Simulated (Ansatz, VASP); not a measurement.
## SnO2: VASP beside Ansatz

```xyz
3
Lattice="1.6278 0.9398 4.8324 -1.6278 0.9398 4.8324 0.0000 -1.8796 4.8324" Properties=species:S:1:pos:R:3 pbc="T T T"
Sn    0.0000    0.0000    7.2486
O     0.0000    0.0000   11.0589
O     0.0000    0.0000    3.4383
```

Change from the starting cell: volume scaled by 1.02.

Alike in both runs: task single point; functional PBE; k mesh 10 × 10 × 10; occupations fermi-dirac, width 0.05 eV; no spin polarisation.

|  | VASP | Ansatz |
| --- | --- | --- |
| version | VASP 6.6.1 | Ansatz 0.2.0 |
| potentials or method | VASP PAW PBE potentials, release 64 (Sn_d, O), cutoff 520 eV | all-electron LAPW, scalar-relativistic |

VASP gave:

- gap on the k mesh at the Fermi level (eV): 1.79
- least direct gap on the mesh (eV): 1.89
- pressure (GPa): -2.7
- traceless stress, the component that is largest in VASP (GPa): 0.55
- rms of the force components (eV/Å): 0.133

Question: What did Ansatz give for the same quantities?

Answer: gap on the k mesh at the Fermi level (eV): 1.82; least direct gap on the mesh (eV): 1.91; pressure (GPa): -3.2; traceless stress, the component that is largest in VASP (GPa): 0.90; rms of the force components (eV/Å): 0.157.

Atom by atom the forces differ by 0.024 eV/Å (rms over components). Ansatz ran all-electron here, and VASP with PAW potentials.
